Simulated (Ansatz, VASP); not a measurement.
# One calculation of Cs, two programs

```
Cs
1.0
    -2.55385    2.55385    9.59607
     2.55385   -2.55385    9.59607
     2.55385    2.55385   -9.59607
Cs
2
Direct
  0.25000 0.75000 0.50000
  0.50000 0.50000 0.00000
```

Alike in both runs: task relaxation of cell and atoms; functional PBE; k mesh 12 × 12 × 12; occupations gaussian, width 0.1 eV; no spin polarisation.

```csv
,VASP,Ansatz
version,VASP 6.6.1,Ansatz 0.2.0
potentials or method,"VASP PAW PBE potentials, release 64 (Cs_sv), cutoff 600 eV","scalar-relativistic, plane waves, PAW"
valence electrons in the cell,18,18
```

|  | VASP | Ansatz | Ansatz less VASP |
| --- | --- | --- | --- |
| gap on the k mesh at the Fermi level, each at its own relaxed structure (eV) | none | none | - |
| relaxed volume (Å³/atom) | 122.57 | 122.98 | +0.409 |
| relaxed cell length with the largest relative difference (Å) | 9.995 | 9.970 | -0.0252 |

A gap of «none» marks a metal or a gap that the smearing closes.

Neither program's run includes spin-orbit coupling.
